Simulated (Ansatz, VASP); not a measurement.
# HfN: VASP beside Ansatz

Contents of INCAR:

```
SYSTEM = HfN
ALGO = Normal
EDIFF = 1E-6
ENCUT = 520
GGA = PE
ISIF = 2
ISMEAR = -1
LASPH = .TRUE.
LCHARG = .FALSE.
LREAL = .FALSE.
LWAVE = .FALSE.
NBANDS = 14
NELM = 60
PREC = Accurate
SIGMA = 0.05
```

KPOINTS

```
k-points
0
G
  16 16 16
  0 0 0
```

The input POSCAR:

```
HfN
1.0
    0.0000000000      2.2558601243      2.2558601243
    2.2558601243      0.0000000000      2.2558601243
    2.2558601243      2.2558601243      0.0000000000
Hf N
1 1
Direct
    0.0255933421      0.0255933421      0.0255933421
    0.5000000000      0.5000000000      0.5000000000
```

Input for Ansatz:

```yaml
crystal:
  lattice:
    - [0.0, 2.2558601243, 2.2558601243]
    - [2.2558601243, 0.0, 2.2558601243]
    - [2.2558601243, 2.2558601243, 0.0]
  atoms:
    - { symbol: Hf, position: [0.0255933421, 0.0255933421, 0.0255933421] }
    - { symbol: "N", position: [0.5, 0.5, 0.5] }
kpoints:
  mp_grid: { grid: [16, 16, 16] }
scf:
  occupations: { method: fermi_dirac, width: 0.05 }
hamiltonian:
  xc: pbe
  pseudopotentials: { kind: all_electron, lapw: { basis_error: 0.0005 } }
output:
  forces: true
  stress: true
  eigenvalues: true
```

Alike in both runs: task single point; functional PBE; k mesh 16 × 16 × 16; occupations fermi-dirac, width 0.05 eV; no spin polarisation.

|  | VASP | Ansatz |
| --- | --- | --- |
| version | VASP 6.6.1 | Ansatz 0.2.0 |
| potentials or method | VASP PAW PBE potentials, release 64 (Hf_pv, N), cutoff 520 eV | all-electron LAPW, scalar-relativistic |

|  | VASP | Ansatz | Ansatz less VASP |
| --- | --- | --- | --- |
| pressure (GPa) | 9.6 | 11.9 | +2.32 |
| traceless stress, the component that is largest in VASP (GPa) | -0.61 | -0.64 | -0.030 |
| rms of the force components (eV/Å) | 1.357 | 1.353 | -0.0048 |

Atom by atom the forces differ by 0.005 eV/Å (rms over components). Ansatz ran all-electron here, and VASP with PAW potentials.

Spin-orbit coupling is off throughout.
